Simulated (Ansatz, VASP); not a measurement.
## One calculation of La2O3, two programs

```
CELL_PARAMETERS angstrom
3.92241 0.00000 0.00000
-1.96121 3.39691 0.00000
0.00000 0.00000 6.10060
ATOMIC_POSITIONS crystal
La 0.66667 0.33333 0.75425
La 0.33333 0.66667 0.24575
O 0.66667 0.33333 0.35389
O 0.33333 0.66667 0.64611
O 0.00000 0.00000 0.00000
```

Alike in both runs: functional PBE; dispersion D3(BJ); k mesh 6 × 6 × 4; occupations fermi-dirac, width 0.02 eV; no spin polarisation.

Ansatz relaxed the structure, and its values are those at the end. VASP's run is a single point on that final structure, the one shown.

```csv
,VASP,Ansatz
version,VASP 6.6.1,Ansatz 0.2.0
potentials or method,"VASP PAW PBE potentials, release 64 (La, O), cutoff 520 eV","plane waves, PAW"
valence electrons in the cell,40,40
```

```csv
,VASP,Ansatz,Ansatz less VASP
pressure (GPa),-0.3,0.0,+0.30
rms of the force components (eV/Å),0.005,0.000,-0.0049
```

Neither program's run includes spin-orbit coupling.
